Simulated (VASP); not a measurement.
The system is Fe.

```
Fe
1.0
     2.33426    0.00000    0.00000
     0.00000    2.33426    0.00000
     0.00000    0.00000    2.33426
Fe
1
Direct
  0.00000 0.00000 0.00000
```

| Quantity | Value |
| --- | --- |
| Program | VASP 6.6.1 |
| Task | relaxation of cell and atoms |
| Functional | BLYP |
| Potentials or basis | VASP PAW PBE potentials, release 64 (Fe) |
| Cutoff | 600 eV |
| k mesh | 13 × 13 × 13 |
| Occupations | fermi-dirac, width 0.05 eV |
| Spin | collinear spin, ferromagnetic start |
| Starting moments | [2.5] μB |

At the start: pressure 12.6 GPa; volume 12.72 Å³/atom.

How do energy, volume and symmetry change on relaxing?

Over 3 steps the energy falls by 44.4 meV/atom and the volume is 13.93 Å³/atom (+9.6 %); space group Pm-3m (No. 221, to 0.05 Å); moment 2.44 μB per cell.

Step by step:
| step | energy change (eV) | largest force (eV/Å) | pressure (GPa) | volume (Å³) |
| --- | --- | --- | --- | --- |
| 1 | 0.0000 | 0.0000 | 12.57 | 12.72 |
| 2 | -0.0323 | 0.0000 | -5.00 | 14.65 |
| 3 | -0.0444 | 0.0000 | -0.08 | 13.93 |

Final structure:
```
CELL_PARAMETERS angstrom
2.40638 0.00000 0.00000
0.00000 2.40638 0.00000
0.00000 0.00000 2.40638
ATOMIC_POSITIONS crystal
Fe 0.00000 0.00000 0.00000
```

Caveat: the PAW data sets were made with another functional, which shifts forces and pressure a little.
